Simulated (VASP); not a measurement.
A run of VASP 6.6.1 is set up as follows.

INCAR

```
PREC = Accurate
ENCUT = 520
EDIFF = 1E-6
ISMEAR = 0
SIGMA = 0.1
LREAL = F
LASPH = T
NELM = 80
ALGO = Normal
ISIF = 2
LWAVE = F
LCHARG = F
GGA = PE
NBANDS = 26
```

The input KPOINTS:

```
regular mesh
0
Gamma
  4 4 4
```

File POSCAR:

```
Li6AlB3
1.0
    4.8569160900      0.0000000000      0.0000000000
    0.0000000000      4.8569160900      0.0000000000
    0.0000000000      0.0000000000      4.8569160900
Li Al B
6 1 3
Direct
    0.6953835100      0.5000000000      0.0000000000
    0.3046164900      0.5000000000      0.0000000000
    0.0000000000      0.6953835100      0.5000000000
    0.0000000000      0.3046164900      0.5000000000
    0.5000000000      0.0000000000      0.6953835100
    0.5000000000      0.0000000000      0.3046164900
    0.0000000000      0.0000000000      0.0000000000
    0.5000000000      0.0000000000      0.0000000000
    0.0000000000      0.5000000000      0.0000000000
    0.0000000000      0.0000000000      0.5000000000
```

Potentials or basis: VASP PAW PBE potentials, release 64 (Li_sv, Al, B).

Command:

```console
$ cat potpaw_PBE.64/Li_sv/POTCAR potpaw_PBE.64/Al/POTCAR potpaw_PBE.64/B/POTCAR > POTCAR
$ mpirun -np 1 vasp_std > vasp.out
```

Task: Predict the band gap on the k mesh.

Result: Zero (band 15 reaches 4.17 eV, above the bottom of band 16 at 3.48 eV).

Task: What does it give for the largest force?

Result: 5.862 eV/Å.

Forces in eV/Å, atoms in the order of the input:
```
Li  -5.862  0.000  0.000
Li   5.862  0.000  0.000
Li   0.000 -5.862  0.000
Li   0.000  5.862  0.000
Li   0.000  0.000 -5.862
Li   0.000  0.000  5.862
Al   0.000  0.000  0.000
B    0.000  0.000  0.000
B    0.000  0.000  0.000
B    0.000  0.000  0.000
```

Caveat: forces of over 1 eV/Å act on the atoms, so gaps and moduli don't describe the material at rest.
